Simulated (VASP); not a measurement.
# Fe (Fmmm) in VASP: notebook, part 2 of 2

VASP 6.6.1.

**4. Single point, PBE, non-collinear spin, typed start, spin-orbit coupling**

The input, INCAR:

```
PREC = Accurate
ENCUT = 600
EDIFF = 1E-6
ISMEAR = -1
SIGMA = 0.05
LREAL = F
LASPH = T
NELM = 200
ALGO = Normal
ISIF = 2
LWAVE = F
LCHARG = F
MAGMOM = 0 0 2.2
LORBIT = 11
LSORBIT = T
GGA_COMPAT = F
LORBMOM = T
LMAXMIX = 4
GGA = PE
NBANDS = 19
```

The input, KPOINTS:

```
regular mesh
0
Gamma
  13 13 13
```

The input, POSCAR:

```
Fe
1.0
    0.0000000000      1.9417396906      1.9651051623
    1.4984397099      0.0000000000      1.9651051623
    1.4984397099      1.9417396906      0.0000000000
Fe
1
Direct
    0.0000000000      0.0000000000      0.0000000000
```

Potentials or basis: VASP PAW PBE potentials, release 64 (Fe).

Run with:

```
> cat potpaw_PBE.64/Fe/POTCAR > POTCAR
> mpirun -np 1 vasp_ncl > vasp.out
```

OUTCAR:

```text
PREC = Accurate
   ENCUT = 600
   EDIFF = 1E-6
   ISMEAR = -1
   LREAL = F
   LASPH = T
   NELM = 200
   ISIF = 2
   LORBIT = 11
   LSORBIT = T
   GGA = PE

 ion  position               nearest neighbor table
   1  0.000  0.000  0.000-

  LATTYP: Found a face centered orthorhombic cell.
 ALAT       =     2.9968794198
 B/A-ratio  =     1.2958410524
 C/A-ratio  =     1.3114342535

  Lattice vectors:

 A1 = (   0.0000000000,   1.9417396906,   1.9651051623)
 A2 = (   1.4984397099,   0.0000000000,   1.9651051623)
 A3 = (   1.4984397099,   1.9417396906,   0.0000000000)

Analysis of symmetry for initial positions (statically):
=====================================================================
 Subroutine PRICEL returns:
 Original cell was already a primitive cell.

 Routine SETGRP: Setting up the symmetry group for a
 face centered orthorhombic supercell.

 Subroutine GETGRP returns: Found  8 space group operations
 (whereof  8 operations were pure point group operations)
 out of a pool of  8 trial point group operations.

The static configuration has the point symmetry D_2h.

Analysis of symmetry for dynamics (positions and initial velocities):
=====================================================================
 Subroutine PRICEL returns:
 Original cell was already a primitive cell.

 Routine SETGRP: Setting up the symmetry group for a
 face centered orthorhombic supercell.

 Subroutine GETGRP returns: Found  8 space group operations
 (whereof  8 operations were pure point group operations)
 out of a pool of  8 trial point group operations.

The dynamic configuration has the point symmetry D_2h.

Analysis of structural, dynamic, and magnetic symmetry:
=====================================================================
 Subroutine PRICEL returns:
[... 699 lines left out ...]
  Total       -0.4381250      0.1625270      0.0582227      0.0002371      0.0000000      0.0000000
  in kB      -61.3850404     22.7714118      8.1574891      0.0332236      0.0000000      0.0000000
  external PRESSURE =     -10.1520465 kB  Pullay stress =       0.0000000 kB

 VOLUME and BASIS-vectors are now :
 -----------------------------------------------------------------------------
  energy-cutoff  :      600.00
  volume of cell :       11.44
      direct lattice vectors                 reciprocal lattice vectors
     0.000000000  1.941739691  1.965105162    -0.333680426  0.257501045  0.254439309
     1.498439710  0.000000000  1.965105162     0.333680426 -0.257501045  0.254439309
     1.498439710  1.941739691  0.000000000     0.333680426  0.257501045 -0.254439309

 POSITION                                       TOTAL-FORCE (eV/Angst)
 -----------------------------------------------------------------------------------
      0.00000      0.00000      0.00000         0.000000      0.000000      0.000000
 -----------------------------------------------------------------------------------
    total drift:                               -0.000000     -0.000000      0.000000

  FREE ENERGIE OF THE ION-ELECTRON SYSTEM (eV)
  ---------------------------------------------------
  free  energy   TOTEN  =        -8.2320095499 eV

  energy  without entropy=       -8.2225301818  energy(sigma->0) =       -8.22726987

 orbital moment (x)

 # of ion     p       d       tot
 ----------------------------------------
  1         0.000   0.000   0.000
 ----------------------------------------
            0.000   0.000   0.000

 orbital moment (y)

 # of ion     p       d       tot
 ----------------------------------------
  1         0.000   0.000   0.000
 ----------------------------------------
            0.000   0.000   0.000

 orbital moment (z)

 # of ion     p       d       tot
 ----------------------------------------
  1         0.000   0.049   0.049
 ----------------------------------------
            0.000   0.049   0.049

 Spin-Orbit-Coupling matrix elements

 Ion:    1  E_soc:     -0.0123440
 l=   1
     0.0000000    -0.0003214    -0.0003056
    -0.0003214     0.0000000    -0.0003165
    -0.0003056    -0.0003165     0.0000000
 l=   2
     0.0000000    -0.0003379     0.0000000    -0.0003485    -0.0013608
    -0.0003379     0.0000000    -0.0010689    -0.0003215    -0.0003584
     0.0000000    -0.0010689     0.0000000    -0.0010991     0.0000000
    -0.0003485    -0.0003215    -0.0010991     0.0000000    -0.0003334
    -0.0013608    -0.0003584     0.0000000    -0.0003334     0.0000000
 l=   3
     0.0000000     0.0000000     0.0000000     0.0000000     0.0000000     0.0000000     0.0000000
     0.0000000     0.0000000     0.0000000     0.0000000     0.0000000     0.0000000     0.0000000
     0.0000000     0.0000000     0.0000000     0.0000000     0.0000000     0.0000000     0.0000000
     0.0000000     0.0000000     0.0000000     0.0000000     0.0000000     0.0000000     0.0000000
     0.0000000     0.0000000     0.0000000     0.0000000     0.0000000     0.0000000     0.0000000
     0.0000000     0.0000000     0.0000000     0.0000000     0.0000000     0.0000000     0.0000000
     0.0000000     0.0000000     0.0000000     0.0000000     0.0000000     0.0000000     0.0000000

 total charge

# of ion       s       p       d       tot
------------------------------------------
    1        0.485   0.535   6.237   7.256

 magnetization (x)

# of ion       s       p       d       tot
------------------------------------------
    1       -0.000  -0.000   0.000  -0.000

 magnetization (y)

# of ion       s       p       d       tot
------------------------------------------
    1        0.000   0.000   0.000   0.000

 magnetization (z)

# of ion       s       p       d       tot
------------------------------------------
    1       -0.014  -0.055   2.263   2.194
```

OSZICAR:

```text
N       E                     dE             d eps       ncg     rms          rms(c)
DAV:   1     0.408077912712E+02    0.40808E+02   -0.39126E+03 24290   0.122E+03
DAV:   2    -0.735452241966E+01   -0.48162E+02   -0.42200E+02 22691   0.213E+02
DAV:   3    -0.926539200096E+01   -0.19109E+01   -0.17859E+01 25087   0.540E+01
[... 49 lines left out ...]
DAV:  53    -0.823200706930E+01    0.55785E-05   -0.16321E-04 24141   0.153E-01    0.456E-03
DAV:  54    -0.823200415877E+01    0.29105E-05   -0.45394E-05 23636   0.900E-02    0.375E-03
DAV:  55    -0.823200704416E+01   -0.28854E-05   -0.29899E-05 24020   0.700E-02    0.308E-03
DAV:  56    -0.823200983817E+01   -0.27940E-05   -0.30691E-05 23788   0.766E-02    0.292E-03
DAV:  57    -0.823200954991E+01    0.28826E-06   -0.81041E-06 23849   0.363E-02
   1 F= -.82320095E+01 E0= -.82272699E+01  d E =-.947937E-02  mag=     0.0000    -0.0000     2.1958
```

stdout:

```text
POSCAR found type information on POSCAR Fe
 POSCAR found :  1 types and       1 ions
 scaLAPACK will be used
 LDA part: xc-table for (Slater+PW92), standard interpolation
 POSCAR, INCAR and KPOINTS ok, starting setup
 FFT: planning ... GRIDC
 FFT: planning ... GRID_SOFT
 FFT: planning ... GRID
 WAVECAR not read
 entering main loop
```

Run time: 35 min. Hardware: 1 thread of Oxide Virtual Turin-like, shared host; peak memory 0.33 GiB.

What came out:

* Free energy: -8.2320 eV
* Pressure: -1.0 GPa
* Net moment: 2.20 μB per cell
* Valence electrons inside the program's atomic spheres: Fe 7.26

Stress tensor (GPa, compression positive):
```
-6.14  0.00  0.00
 0.00  2.28  0.00
 0.00  0.00  0.82
```

Moments on the atoms (μB; x, y, z):
```
Fe  0.00 0.00 2.19
```

Caveat: the stress differs along the axes, from -6 to 2 GPa.
